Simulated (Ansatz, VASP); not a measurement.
One calculation of Pt, two programs

```
Pt
1.0
     0.00000    2.00685    1.95790
     2.00685    0.00000    1.95790
     2.00685    2.00685    0.00000
Pt
1
Direct
  0.00000 0.00000 0.00000
```

Change from the starting cell: strain +0.025 along x and y, +0.000 along z, atoms carried along.

Alike in both runs: task single point; functional PBE; k mesh 20 × 20 × 20; occupations gaussian, width 0.15 eV; no spin polarisation.

|  | VASP | Ansatz |
| --- | --- | --- |
| version | VASP 6.6.1 | Ansatz 0.2.0 |
| potentials or method | VASP PAW PBE potentials, release 64 (Pt), cutoff 520 eV | scalar-relativistic, plane waves, PAW |
| valence electrons in the cell | 10 | 18 |

|  | VASP | Ansatz | Ansatz less VASP |
| --- | --- | --- | --- |
| gap on the k mesh at the Fermi level (eV) | none | none | - |
| pressure (GPa) | -2.3 | -1.8 | +0.47 |
| traceless stress, the component that is largest in VASP (GPa) | 1.19 | 1.20 | +0.012 |

A gap of «none» marks a metal or a gap that the smearing closes. The functional is the same, so the differences come from potentials, cutoffs and numerics. VASP's potentials hold 10 valence electrons a cell and Ansatz's 18, so a difference there can come from the potentials and not from the codes.

Neither program's run includes spin-orbit coupling.
